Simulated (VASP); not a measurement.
# Si2Mo (Pn-3m) in VASP: relaxation of cell and atoms with r2SCAN+rVV10

Aim: the relaxation of cell and atoms of Si2Mo with r2SCAN+rVV10.

Program: VASP 6.6.1. These are calculated values, not measurements. Logs are shortened: lines on timing, memory, paths and dates and some standing lists are left out, and cuts for length are marked.

## Step 1: The cell of the first run

Symmetry: Pn-3m, No. 224, cubic system. Conventional cell: a = 5.343 Å, b = 5.343 Å, c = 5.343 Å, α = 90.00°, β = 90.00°, γ = 90.00°. Within 3.1 Å of Si (site symmetry -3m) lie 2 Mo at 2.31 Å. Within 3.1 Å of Mo (site symmetry -43m) lie 4 Si at 2.31 Å.

## Step 2: Relaxation of cell and atoms, r2SCAN+rVV10

The input, POSCAR:

```
Si2Mo
1.0
    5.3429545630      0.0000000000      0.0000000000
    0.0000000000      5.3429545630      0.0000000000
    0.0000000000      0.0000000000      5.3429545630
Si Mo
4 2
Direct
    0.2500000000      0.2500000000      0.7500000000
    0.7500000000      0.2500000000      0.2500000000
    0.2500000000      0.7500000000      0.2500000000
    0.7500000000      0.7500000000      0.7500000000
    0.5000000000      0.5000000000      0.5000000000
    0.0000000000      0.0000000000      0.0000000000
```

The input, INCAR.step1:

```
ALGO     = Normal         # electronic algorithm
EDIFF    = 1E-4           # SCF threshold, eV
ENCUT    = 600            # plane-wave cutoff, eV
GGA      = PE             # functional
ISMEAR   = -1             # smearing method
LASPH    = T              # aspherical terms in the spheres
LCHARG   = F              # write CHGCAR
LREAL    = F              # projectors in reciprocal space
LWAVE    = T              # write WAVECAR
NELM     = 80             # most SCF steps
PREC     = Accurate       # precision mode
SIGMA    = 0.03           # smearing width, eV
```

The input, INCAR.step2:

```
ALGO     = Normal         # electronic algorithm
BPARAM   = 11.95        
CPARAM   = 0.0093       
EDIFF    = 1E-7           # SCF threshold, eV
EDIFFG   = -0.01          # ionic threshold
ENCUT    = 600            # plane-wave cutoff, eV
IBRION   = 2              # ionic algorithm
ISIF     = 3              # what is computed and relaxed
ISMEAR   = -1             # smearing method
ISTART   = 1            
IVDW_NL  = 2            
LASPH    = T              # aspherical terms in the spheres
LCHARG   = F              # write CHGCAR
LMIXTAU  = T            
LREAL    = F              # projectors in reciprocal space
LUSE_VDW = T            
LWAVE    = F              # write WAVECAR
METAGGA  = R2SCAN         # meta-GGA
NELM     = 80             # most SCF steps
NSW      = 100            # ionic steps
PREC     = Accurate       # precision mode
SIGMA    = 0.03           # smearing width, eV
```

The input, KPOINTS:

```
k-points
0
Gamma
  4 4 4
```

Potentials or basis: VASP PAW PBE potentials, release 64 (Si, Mo_sv).

Run with:

```console
$ cat potpaw_PBE.64/Si/POTCAR potpaw_PBE.64/Mo_sv/POTCAR > POTCAR
$ cp INCAR.step1 INCAR
$ mpirun -np 1 vasp_std > vasp.out
$ cp INCAR.step2 INCAR
$ mpirun -np 1 vasp_std > vasp.out
```

OUTCAR:

```text
BPARAM = 11.95
   EDIFF = 1E-7
   EDIFFG = -0.01
   ENCUT = 600
   IBRION = 2
   ISIF = 3
   ISMEAR = -1
   ISTART = 1
   IVDW_NL = 2
   LASPH = T
   LREAL = F
   METAGGA = R2SCAN
   NELM = 80
   NSW = 100
   PREC = Accurate

 ion  position               nearest neighbor table
   1  0.250  0.250  0.750-   5 2.31   6 2.31
   2  0.750  0.250  0.250-   5 2.31   6 2.31
   3  0.250  0.750  0.250-   5 2.31   6 2.31
   4  0.750  0.750  0.750-   5 2.31   6 2.31
   5  0.500  0.500  0.500-   1 2.31   2 2.31   3 2.31   4 2.31
   6  0.000  0.000  0.000-   1 2.31   2 2.31   3 2.31   4 2.31

  LATTYP: Found a simple cubic cell.
 ALAT       =     5.3429545630

  Lattice vectors:

 A1 = (   5.3429545630,   0.0000000000,   0.0000000000)
 A2 = (   0.0000000000,   5.3429545630,   0.0000000000)
 A3 = (   0.0000000000,   0.0000000000,   5.3429545630)

Analysis of symmetry for initial positions (statically):
=====================================================================
 Subroutine PRICEL returns:
 Original cell was already a primitive cell.

 Routine SETGRP: Setting up the symmetry group for a
 simple cubic supercell.

 Subroutine GETGRP returns: Found 48 space group operations
 (whereof 24 operations were pure point group operations)
 out of a pool of 48 trial point group operations.

The static configuration has the point symmetry T_d .
 The point group associated with its full space group is O_h .

Analysis of symmetry for dynamics (positions and initial velocities):
=====================================================================
 Subroutine PRICEL returns:
 Original cell was already a primitive cell.

 Routine SETGRP: Setting up the symmetry group for a
 simple cubic supercell.

 Subroutine GETGRP returns: Found 48 space group operations
 (whereof 24 operations were pure point group operations)
 out of a pool of 48 trial point group operations.

The dynamic configuration has the point symmetry T_d .
 The point group associated with its full space group is O_h .

 Subroutine INISYM returns: Found 48 space group operations
 (whereof 24 operations are pure point group operations),
 and found     1 'primitive' translations

----------------------------------------------------------------------------------------

                                     Primitive cell

[... 70 lines left out ...]
   ions per type =               4   2
   NGX,Y,Z   is equivalent  to a cutoff of  14.94, 14.94, 14.94 a.u.
   NGXF,Y,Z  is equivalent  to a cutoff of  29.87, 29.87, 29.87 a.u.
 SYSTEM =  unknown system
   PREC   = accura    normal or accurate (medium, high low for compatibility)
   ISTART =      1    job   : 0-new  1-cont  2-samecut
   ICHARG =      0    charge: 1-file 2-atom 10-const
   ISPIN  =      1    spin polarized calculation?
   LNONCOLLINEAR =      F non collinear calculations
   LSORBIT =      F    spin-orbit coupling
   LASPH  =      T    aspherical Exc in radial PAW
   ENCUT  =  600.0 eV  44.10 Ry    6.64 a.u.  10.67 10.67 10.67*2*pi/ulx,y,z
   NELM   =     80;   NELMIN=  2; NELMDL=  0     # of ELM steps
   EDIFF  = 0.1E-06   stopping-criterion for ELM
   LREAL  =      F    real-space projection
   EDIFFG = -.1E-01   stopping-criterion for IOM
   NSW    =    100    number of steps for IOM
   IBRION =      2    ionic relax: 0-MD 1-quasi-New 2-CG
   NFREE  =      1    steps in history (QN), initial steepest desc. (CG)
   ISIF   =      3    stress and relaxation
   ISYM   =      2    0-nonsym 1-usesym 2-fastsym
   POTIM  = 0.5000    time-step for ionic-motion
   TEBEG  =    0.0;   TEEND  =   0.0 temperature during run
   PSTRESS=    0.0 pullay stress
   NELECT =      44.0000    total number of electrons
   NUPDOWN=      -1.0000    fix difference up-down
   EMIN   =  10.00;   EMAX   =-10.00  energy-range for DOS
   EFERMI =   0.00;   METHOD = LEGACY
   ISMEAR =    -1;   SIGMA  =   0.03  broadening in eV -4-tet -1-fermi 0-gaus
   EFERMI_NEDOS =   21; number of points for ismear=-14 and -15
   IALGO  =     38    algorithm
   IMIX   =      4    mixing-type and parameters
     AMIX     =   0.40;   BMIX     =  1.00
     AMIX_MAG =   1.60;   BMIX_MAG =  1.00
  volume/ion in A,a.u.               =      25.42       171.55
  Fermi-wavevector in a.u.,A,eV,Ry     =   1.081710  2.044136 15.920134  1.170097
  Thomas-Fermi vector in A             =   2.217733
   LORBIT       =      0    0 simple, 1 ext, 2 COOP (PROOUT), +10 PAW based schemes
   METAGGA = R2SCAN    functional components
   LHFCALC =     F    Hartree Fock is set to
   AEXX    =    0.0000 exact exchange contribution
   IVDW_NL    =     2    kernel type
   BPARAM     =11.9500
   IVDW    =     0    specifies the selected vdW correction
   LEPSILON=     F    determine dielectric tensor
   LRPA    =     F    only Hartree local field effects (RPA)
 conjugate gradient relaxation of ions
 non-spin polarized calculation
  energy-cutoff  :      600.00
  volume of cell :      152.53
 maximum number of plane-waves:      5112
 NGX is ok and might be reduce to    48
   NGX = 21   NGY = 21   NGZ = 21

--------------------------------------- Ionic step        1  -------------------------------------------

 number of electron      44.0000003 magnetization

 Free energy of the ion-electron system (eV)
  ---------------------------------------------------
  ext. energy  EPLUGINS =         0.00000000
  ---------------------------------------------------
  free energy    TOTEN  =       -78.21613822 eV

  energy without entropy =      -78.19982353  energy(sigma->0) =      -78.20798088

------------------------ aborting loop because EDIFF is reached ----------------------------------------

  FORCE on cell =-STRESS in cart. coord.  units (eV):
  Direction    XX          YY          ZZ          XY          YZ          ZX
  --------------------------------------------------------------------------------------
  -------------------------------------------------------------------------------------
  Total        1.3689171      1.3689171      1.3689171     -0.0000000     -0.0000000     -0.0000000
  in kB       14.3794836     14.3794836     14.3794836     -0.0000000     -0.0000000     -0.0000000
  external PRESSURE =      14.3794836 kB  Pullay stress =       0.0000000 kB
[... 67 lines left out ...]
--------------------------------------- Ionic step        3  -------------------------------------------

 number of electron      44.0000008 magnetization

 Free energy of the ion-electron system (eV)
  ---------------------------------------------------
  ext. energy  EPLUGINS =         0.00000000
  ---------------------------------------------------
  free energy    TOTEN  =       -78.22867021 eV

  energy without entropy =      -78.21139505  energy(sigma->0) =      -78.22003263

 E-fermi :   3.9311     XC(G=0):  -9.6058

 val. band max:        3.9079435735   @ k =   0.2500   0.0000   0.0000
 cond. band min:       3.9423442027   @ k =   0.0000   0.0000   0.0000
 fundamental gap:      0.0344006292
 Fermi energy:         3.9311313531

 k-point     1 :       0.0000    0.0000    0.0000
  band No.  band energies     occupation
      1     -57.8341      2.00000
      2     -57.8332      2.00000
      3     -31.3364      2.00000
      4     -31.3364      2.00000
      5     -31.3364      2.00000
      6     -31.3276      2.00000
[... 312 lines left out ...]
  FREE ENERGIE OF THE ION-ELECTRON SYSTEM (eV)
  ---------------------------------------------------
  free  energy   TOTEN  =       -78.2286702102 eV

  energy  without entropy=      -78.2113950492  energy(sigma->0) =      -78.22003263

 reached required accuracy - stopping structural energy minimisation
```

OUTCAR.step1:

```text
EDIFF = 1E-4
   ENCUT = 600
   GGA = PE
   ISMEAR = -1
   LASPH = T
[... 510 lines left out ...]
      1.33574      4.00722      1.33574        -0.000000     -0.000000      0.000000
      4.00722      4.00722      4.00722        -0.000000      0.000000      0.000000
      2.67148      2.67148      2.67148         0.000000      0.000000      0.000000
      0.00000      0.00000      0.00000         0.000000      0.000000     -0.000000
 -----------------------------------------------------------------------------------
    total drift:                               -0.000000     -0.000000     -0.000000

  FREE ENERGIE OF THE ION-ELECTRON SYSTEM (eV)
  ---------------------------------------------------
  free  energy   TOTEN  =       -36.0936364704 eV

  energy  without entropy=      -36.0799792632  energy(sigma->0) =      -36.08680787
```

Wall time 11 min (1 thread of Intel Xeon Platinum 8559C (Emerald Rapids), shared host); peak memory 0.76 GiB.

What came out:

| Quantity | Value |
| --- | --- |
| Free energy | -78.2287 eV |
| Relaxed volume | 25.89 Å³/atom |
| Relaxed cell | a = 5.376 Å, b = 5.376 Å, c = 5.376 Å, α = 90.00°, β = 90.00°, γ = 90.00° |
| Space group after relaxing (to 0.1 Å) | Pn-3m (No. 224) |
| Energy gained by relaxing | 2.1 meV/atom |
| Ionic steps | 3 |
| Pressure after relaxing | 0.0 GPa |
| Band gap on the k mesh | zero (bands 22 and 23 overlap by 0.53 eV) |

Step by step:
| step | energy change (eV) | largest force (eV/Å) | pressure (GPa) | volume (Å³) |
| --- | --- | --- | --- | --- |
| 1 | 0.0000 | 0.0000 | 1.44 | 152.53 |
| 2 | -0.0050 | 0.0000 | -1.05 | 157.62 |
| 3 | -0.0125 | 0.0000 | 0.00 | 155.36 |

Final structure:
```
Si Mo
1.0
     5.37587    0.00000    0.00000
     0.00000    5.37587    0.00000
     0.00000    0.00000    5.37587
Si Mo
4 2
Direct
  0.25000 0.25000 0.75000
  0.75000 0.25000 0.25000
  0.25000 0.75000 0.25000
  0.75000 0.75000 0.75000
  0.50000 0.50000 0.50000
  0.00000 0.00000 0.00000
```

Caveat: the PAW data sets were made with another functional, which shifts forces and pressure a little.

The gap in the log of VASP goes by the Fermi energy; the results here count the filled bands.